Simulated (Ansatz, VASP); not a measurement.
Bi: VASP beside Ansatz

```
Bi
1.0
     0.00000    1.86373    1.86373
     1.86373    0.00000    1.86373
     1.86373    1.86373    0.00000
Bi
1
Cartesian
  0.0000 0.0000 0.0000
```

Change from the starting cell: volume scaled by 0.428, to set the pressure.

Alike in both runs: task single point; functional PBEsol; k mesh 17 × 17 × 17; occupations fermi-dirac, width 0.08 eV; no spin polarisation.

|  | VASP | Ansatz |
| --- | --- | --- |
| version | VASP 6.6.1 | Ansatz 0.2.0 |
| potentials or method | VASP PAW PBE potentials, release 64 (Bi_d) | PAW with Ansatz's default frozen-core files, scalar-relativistic |
| plane-wave cutoff (eV) | 500 | 420 |
| valence electrons in the cell | 15 | 15 |

```tsv
	VASP	Ansatz	Ansatz less VASP
pressure (GPa)	364.6	364.4	-0.17
```

VASP's potentials were made for PBE, not for PBEsol. Both programs put the cell under a high pressure, so it lies far from rest at this level.

Neither program's run includes spin-orbit coupling. Noted on VASP's run: the cell as given lies far from equilibrium.
